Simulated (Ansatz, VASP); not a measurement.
## KC in VASP and in Ansatz

```
K C
1.0
     3.05360    0.00000    0.00000
     0.00000    3.05360    0.00000
     0.00000    0.00000    5.16090
K C
1 1
Direct
  0.00000 0.00000 0.00000
  0.00000 0.00000 0.50000
```

Alike in both runs: functional PBE; k mesh 6 × 6 × 4; occupations gaussian, width 0.2 eV; no spin polarisation.

Ansatz relaxed the structure, and its values are those at the end. VASP's run is a single point on that final structure, the one shown.

```csv
,VASP,Ansatz
version,VASP 6.6.1,Ansatz 0.2.0
potentials or method,"VASP PAW PBE potentials, release 64 (K_sv, C), cutoff 600 eV","scalar-relativistic, plane waves, PAW"
valence electrons in the cell,13,13
```

|  | VASP | Ansatz | Ansatz less VASP |
| --- | --- | --- | --- |
| gap on the k mesh at the Fermi level (eV) | none | none | - |
| pressure (GPa) | 0.3 | 0.2 | -0.11 |

A gap of «none» marks a metal or a gap that the smearing closes.
